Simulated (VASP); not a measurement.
# H4CO in VASP: further runs

The runs below take H4CO through single point, with PBE+D3(BJ).

Program: VASP 6.6.1. These are calculated values, not measurements. Logs are shortened: lines on timing, memory, paths and dates and some standing lists are left out, and cuts for length are marked.

## Step 1: The cell of the first run

The cell holds a disordered packing, 36 atoms: a = 7.380 Å, b = 7.380 Å, c = 7.380 Å, α = 90.00°, β = 90.00°, γ = 90.00°.

## Step 2: Single point, PBE+D3(BJ)

INCAR

```
ALGO     = Normal         # electronic algorithm
EDIFF    = 1E-6           # SCF threshold, eV
ENCUT    = 520            # plane-wave cutoff, eV
GGA      = PE             # functional
GGA_COMPAT= False        
ISIF     = 2              # what is computed and relaxed
ISMEAR   = -1             # smearing method
IVDW     = 12             # dispersion correction
LASPH    = True           # aspherical terms in the spheres
LCHARG   = True           # write CHGCAR
LELF     = True           # ELF
LREAL    = Auto         
LVHAR    = True         
LWAVE    = False          # write WAVECAR
NBANDS   = 66             # bands
NELM     = 120            # most SCF steps
PREC     = Accurate       # precision mode
SIGMA    = 0.05           # smearing width, eV
```

KPOINTS

```
k-points
0
Gamma
  1 1 1
```

POSCAR

```
H4CO
1.0
    7.3803230000      0.0000000000      0.0000000000
    0.0000000000      7.3803230000      0.0000000000
    0.0000000000      0.0000000000      7.3803230000
C O H
6 6 24
Direct
    0.9926259325      0.0053927179      0.7301306460
    0.8946491908      0.1935416648      0.2825215102
    0.6319235622      0.7160797705      0.7886646696
    0.5441225269      0.5416971588      0.3006643476
    0.4878783761      0.2321036627      0.8169696638
    0.1366335864      0.5873184683      0.5151942537
    0.9058817615      0.1476087158      0.8251942361
    0.9644835328      0.0169369281      0.2252475942
    0.4564027889      0.7995178531      0.7895182907
    0.4083290122      0.4666597925      0.1752497824
    0.5333912892      0.1370129736      0.9887372138
    0.1614156996      0.4275151643      0.6132116440
    1.1173901196      0.0624498413      0.6608518353
    0.8171187088      0.1085453848      0.9099195252
    1.0451981573     -0.0951855359      0.8260207582
    0.9042016183     -0.0599431759      0.6323300484
    0.9389832938      0.2882665162      0.1851002998
    0.9073993103     -0.0802945887      0.2947431976
    0.7411464241      0.1866449477      0.2859359949
    0.9467200826      0.2373608852      0.4210791316
    0.6223304861      0.5928466816      0.8672113673
    0.4403601306      0.8574827958      0.6741032879
    0.6950779796      0.6796044021      0.6610008803
    0.7325289151      0.7966047014      0.8645150084
    0.5232155828      0.6884793525      0.2893775787
    0.4463083797      0.3510957447      0.1314847602
    0.5282966613      0.4859136924      0.4427042014
    0.6874902359      0.5108854992      0.2583897751
    0.5558293316      0.3614340456      0.8285409731
    0.4731229243      0.0220451056      0.9596463461
    0.5581327538      0.1617137895      0.6983027708
    0.3412994255      0.2531461021      0.7848436986
    0.2024301646      0.5658153444      0.3859993662
    0.1004969566      0.4299269829      0.7322579242
   -0.0024931158      0.6104475373      0.4700878268
    0.1855474347      0.7161610677      0.5807333907
```

Potentials or basis: VASP PAW PBE potentials, release 64 (C, O, H).

Launch:

```
$ cat potpaw_PBE.64/C/POTCAR potpaw_PBE.64/O/POTCAR potpaw_PBE.64/H/POTCAR > POTCAR
$ mpirun -np 1 vasp_gam > vasp.out
```

OUTCAR:

```text
EDIFF = 1E-6
   ENCUT = 520
   GGA = PE
   ISIF = 2
   ISMEAR = -1
   IVDW = 12
   LASPH = True
   LREAL = Auto
   NELM = 120
   PREC = Accurate
 IVDW          = 12

 ion  position               nearest neighbor table
   1  0.993  0.005  0.730-  16 1.09  15 1.10  13 1.13   7 1.42
   2  0.895  0.194  0.283-  17 1.05  19 1.13  20 1.14   8 1.46
   3  0.632  0.716  0.789-  21 1.08  23 1.09  24 1.10   9 1.43
   4  0.544  0.542  0.301-  25 1.10  28 1.13  27 1.13  10 1.47
   5  0.488  0.232  0.817-  29 1.08  32 1.12  31 1.14  11 1.49
   6  0.137  0.587  0.515-  33 1.08  35 1.09  36 1.13  12 1.40
   7  0.906  0.148  0.825-  14 0.95   1 1.42
   8  0.964  0.017  0.225-  18 0.98   2 1.46
   9  0.456  0.800  0.790-  22 0.96   3 1.43
  10  0.408  0.467  0.175-  26 0.95   4 1.47
  11  0.533  0.137  0.989-  30 0.98   5 1.49
  12  0.161  0.428  0.613-  34 0.99   6 1.40
  13  0.117  0.062  0.661-   1 1.13
  14  0.817  0.109  0.910-   7 0.95
  15  0.045  0.905  0.826-   1 1.10
  16  0.904  0.940  0.632-   1 1.09
  17  0.939  0.288  0.185-   2 1.05
  18  0.907  0.920  0.295-   8 0.98
[... 16 lines left out ...]
  35  0.998  0.610  0.470-   6 1.09
  36  0.186  0.716  0.581-   6 1.13

  LATTYP: Found a simple cubic cell.
 ALAT       =     7.3803230000

  Lattice vectors:

 A1 = (   7.3803230000,   0.0000000000,   0.0000000000)
 A2 = (   0.0000000000,   7.3803230000,   0.0000000000)
 A3 = (   0.0000000000,   0.0000000000,   7.3803230000)

Analysis of symmetry for initial positions (statically):
=====================================================================
 Subroutine PRICEL returns:
 Original cell was already a primitive cell.

 Routine SETGRP: Setting up the symmetry group for a
 simple cubic supercell.

 Subroutine GETGRP returns: Found  1 space group operations
 (whereof  1 operations were pure point group operations)
 out of a pool of 48 trial point group operations.

The static configuration has the point symmetry C_1 .

Analysis of symmetry for dynamics (positions and initial velocities):
=====================================================================
 Subroutine PRICEL returns:
 Original cell was already a primitive cell.

 Routine SETGRP: Setting up the symmetry group for a
 simple cubic supercell.

 Subroutine GETGRP returns: Found  1 space group operations
 (whereof  1 operations were pure point group operations)
 out of a pool of 48 trial point group operations.

The dynamic configuration has the point symmetry C_1 .

 Subroutine INISYM returns: Found  1 space group operations
 (whereof  1 operations are pure point group operations),
 and found     1 'primitive' translations

----------------------------------------------------------------------------------------

                                     Primitive cell

  volume of cell :     402.0001

  direct lattice vectors                    reciprocal lattice vectors
     7.380323000  0.000000000  0.000000000     0.135495425  0.000000000  0.000000000
     0.000000000  7.380323000  0.000000000     0.000000000  0.135495425  0.000000000
     0.000000000  0.000000000  7.380323000     0.000000000  0.000000000  0.135495425

  length of vectors
     7.380323000  7.380323000  7.380323000     0.135495425  0.135495425  0.135495425

  position of ions in fractional coordinates (direct lattice)
     0.992625932  0.005392718  0.730130646
     0.894649191  0.193541665  0.282521510
     0.631923562  0.716079771  0.788664670
     0.544122527  0.541697159  0.300664348
     0.487878376  0.232103663  0.816969664
     0.136633586  0.587318468  0.515194254
[... 28 lines left out ...]
     0.997506884  0.610447537  0.470087827
     0.185547435  0.716161068  0.580733391

  ion indices of the primitive-cell ions
   primitive index   ion index
                 1           1
                 2           2
                 3           3
                 4           4
                 5           5
                 6           6
[... 28 lines left out ...]
                35          35
                36          36

----------------------------------------------------------------------------------------

 KPOINTS: k-points

Automatic generation of k-mesh.
 Grid dimensions read from file:
 generate k-points for:    1    1    1

 Generating k-lattice:

  Cartesian coordinates                     Fractional coordinates (reciprocal lattice)
     0.135495425  0.000000000  0.000000000     1.000000000  0.000000000  0.000000000
     0.000000000  0.135495425  0.000000000     0.000000000  1.000000000  0.000000000
     0.000000000  0.000000000  0.135495425     0.000000000  0.000000000  1.000000000

  Length of vectors
     0.135495425  0.135495425  0.135495425

  Shift w.r.t. Gamma in fractional coordinates (k-lattice)
     0.000000000  0.000000000  0.000000000

 Subroutine IBZKPT returns following result:
 ===========================================

 Found      1 irreducible k-points:

 Following reciprocal coordinates:
            Coordinates               Weight
  0.000000  0.000000  0.000000      1.000000
   k-points           NKPTS =      1   k-points in BZ     NKDIM =      1   number of bands    NBANDS=     66
   number of dos      NEDOS =    301   number of ions     NIONS =     36
   total plane-waves  NPLWV = 175616
   dimension x,y,z NGX =    56 NGY =   56 NGZ =   56
   dimension x,y,z NGXF=   112 NGYF=  112 NGZF=  112
   ions per type =               6   6  24
   NGX,Y,Z   is equivalent  to a cutoff of  12.61, 12.61, 12.61 a.u.
   NGXF,Y,Z  is equivalent  to a cutoff of  25.23, 25.23, 25.23 a.u.
 SYSTEM =  unknown system
   PREC   = accura    normal or accurate (medium, high low for compatibility)
   ISTART =      0    job   : 0-new  1-cont  2-samecut
   ICHARG =      2    charge: 1-file 2-atom 10-const
   ISPIN  =      1    spin polarized calculation?
   LNONCOLLINEAR =      F non collinear calculations
   LSORBIT =      F    spin-orbit coupling
   LASPH  =      T    aspherical Exc in radial PAW
   ENCUT  =  520.0 eV  38.22 Ry    6.18 a.u.  13.72 13.72 13.72*2*pi/ulx,y,z
   NELM   =    120;   NELMIN=  2; NELMDL= -5     # of ELM steps
   EDIFF  = 0.1E-05   stopping-criterion for ELM
   LREAL  =      T    real-space projection
   EDIFFG = 0.1E-04   stopping-criterion for IOM
   NSW    =      0    number of steps for IOM
   IBRION =     -1    ionic relax: 0-MD 1-quasi-New 2-CG
   NFREE  =      0    steps in history (QN), initial steepest desc. (CG)
   ISIF   =      2    stress and relaxation
   ISYM   =      2    0-nonsym 1-usesym 2-fastsym
   POTIM  = 0.5000    time-step for ionic-motion
   TEBEG  =    0.0;   TEEND  =   0.0 temperature during run
   PSTRESS=    0.0 pullay stress
   NELECT =      84.0000    total number of electrons
   NUPDOWN=      -1.0000    fix difference up-down
   EMIN   =  10.00;   EMAX   =-10.00  energy-range for DOS
   EFERMI =   0.00;   METHOD = LEGACY
   ISMEAR =    -1;   SIGMA  =   0.05  broadening in eV -4-tet -1-fermi 0-gaus
   EFERMI_NEDOS =   21; number of points for ismear=-14 and -15
   IALGO  =     38    algorithm
   IMIX   =      4    mixing-type and parameters
     AMIX     =   0.40;   BMIX     =  1.00
     AMIX_MAG =   1.60;   BMIX_MAG =  1.00
  volume/ion in A,a.u.               =      11.17        75.36
  Fermi-wavevector in a.u.,A,eV,Ry     =   0.971462  1.835797 12.840345  0.943739
  Thomas-Fermi vector in A             =   2.101681
   LORBIT       =      0    0 simple, 1 ext, 2 COOP (PROOUT), +10 PAW based schemes
   GGA     = PE    functional components
   LHFCALC =     F    Hartree Fock is set to
   AEXX    =    0.0000 exact exchange contribution
   IVDW    =    12    specifies the selected vdW correction
   LEPSILON=     F    determine dielectric tensor
   LRPA    =     F    only Hartree local field effects (RPA)
 non-spin polarized calculation
  energy-cutoff  :      520.00
  volume of cell :      402.00
 maximum number of plane-waves:      5414
 NGX is ok and might be reduce to    54
   NGX = 27   NGY = 27   NGZ = 27

 number of electron      84.0000000 magnetization

 Free energy of the ion-electron system (eV)
  ---------------------------------------------------
  ext. energy  EPLUGINS =         0.00000000
  ---------------------------------------------------
  free energy    TOTEN  =      -181.26735985 eV

  energy without entropy =     -181.26735985  energy(sigma->0) =     -181.26735985

 E-fermi :  -1.8993     XC(G=0):  -6.3689

 val. band max:       -3.1131917017   @ k =   0.0000   0.0000   0.0000
 cond. band min:       1.4457853319   @ k =   0.0000   0.0000   0.0000
 fundamental gap:      4.5589770336
 Fermi energy:        -1.8992518178

 k-point     1 :       0.0000    0.0000    0.0000
  band No.  band energies     occupation
      1     -23.1689      2.00000
      2     -22.5814      2.00000
      3     -22.5265      2.00000
      4     -22.3239      2.00000
      5     -22.0753      2.00000
      6     -21.9598      2.00000
[... 46 lines left out ...]
     53       4.9890      0.00000
     54       5.1756      0.00000
 [bands above 54 left out]

------------------------ aborting loop because EDIFF is reached ----------------------------------------

 Edisp (eV)   -1.23838

 E8    (eV) :    -0.2690

  FORCE on cell =-STRESS in cart. coord.  units (eV):
  Direction    XX          YY          ZZ          XY          YZ          ZX
  --------------------------------------------------------------------------------------
  -------------------------------------------------------------------------------------
  Total      -3.76537     1.64572    -2.70466     0.36087    -2.67658    -1.78000
  in kB     -15.00695     6.55904   -10.77948     1.43825   -10.66754    -7.09423
  external pressure =       -6.41 kB  Pullay stress =        0.00 kB

 VOLUME and BASIS-vectors are now :
 -----------------------------------------------------------------------------
  energy-cutoff  :      520.00
  volume of cell :      402.00
      direct lattice vectors                 reciprocal lattice vectors
     7.380323000  0.000000000  0.000000000     0.135495425  0.000000000  0.000000000
     0.000000000  7.380323000  0.000000000     0.000000000  0.135495425  0.000000000
     0.000000000  0.000000000  7.380323000     0.000000000  0.000000000  0.135495425

 POSITION                                       TOTAL-FORCE (eV/Angst)
 -----------------------------------------------------------------------------------
      7.32590      0.03980      5.38860         1.262899      0.511157      0.521997
      6.60280      1.42840      2.08510        -1.036297     -1.642162      1.892157
      4.66380      5.28490      5.82060         0.525351      0.115391      1.303413
      4.01580      3.99790      2.21900        -0.034488     -1.021796     -0.558454
      3.60070      1.71300      6.02950         0.912133     -0.479861     -0.589645
      1.00840      4.33460      3.80230        -0.106580      1.111787     -0.416121
[... 28 lines left out ...]
      7.36192      4.50530      3.46940        -0.766095      0.035101      0.359807
      1.36940      5.28550      4.28600        -0.085500     -0.793234     -0.150289
 -----------------------------------------------------------------------------------
    total drift:                                0.011170      0.001950     -0.010109

  FREE ENERGIE OF THE ION-ELECTRON SYSTEM (eV)
  ---------------------------------------------------
  free  energy   TOTEN  =      -182.5057384252 eV

  energy  without entropy=     -182.5057384251  energy(sigma->0) =     -182.50573843
```

Run time: 44 s. Hardware: 1 thread of AMD EPYC 7R43 (Zen 3), shared host; peak memory 0.36 GiB.

Results:

```
Free energy                : -182.5057 eV
Pressure                   : -0.6 GPa
Largest force              : 2.711 eV/Å
Band gap on the k mesh     : 4.56 eV
Dispersion energy per atom : -0.034 eV
```

Forces on the atoms (eV/Å):
```
C    1.263  0.511  0.522
C   -1.036 -1.642  1.892
C    0.525  0.115  1.303
C   -0.034 -1.022 -0.558
C    0.912 -0.480 -0.590
C   -0.107  1.112 -0.416
O    1.067  1.192 -1.153
O   -0.030  0.418  0.075
O    0.401 -0.180  0.054
O    0.446  1.576  1.081
O   -0.935  0.253 -1.505
O   -0.114 -0.555  1.077
H   -1.094 -0.210  0.252
H   -0.835 -0.758  0.841
H   -0.036 -0.332  0.049
H   -0.215 -0.171 -0.479
H    0.405  0.869 -1.051
H    0.044  0.422  0.030
H    0.948  0.268 -0.053
H   -0.285 -0.457 -0.910
H   -0.272 -0.507  0.242
H   -0.176  0.337 -0.517
H   -0.370  0.153 -0.733
H   -0.163  0.291 -0.121
H    0.059  0.045  0.448
H    0.474 -1.298 -0.190
H   -0.136  0.529 -0.786
H   -0.731  0.113 -0.013
H   -0.080  0.406 -0.074
H    0.175 -0.490  0.620
H   -0.644  0.383  0.828
H    0.674 -0.315  0.558
H    0.656  0.068 -0.312
H    0.094  0.112 -0.621
H   -0.766  0.035  0.360
H   -0.086 -0.793 -0.150
```

Stress tensor (GPa, compression positive):
```
-1.50  0.14 -0.71
 0.14  0.66 -1.07
-0.71 -1.07 -1.08
```

Caveat: the k points lie up to 0.85 Å⁻¹ apart.

(Part 1 of 2 ends here.)
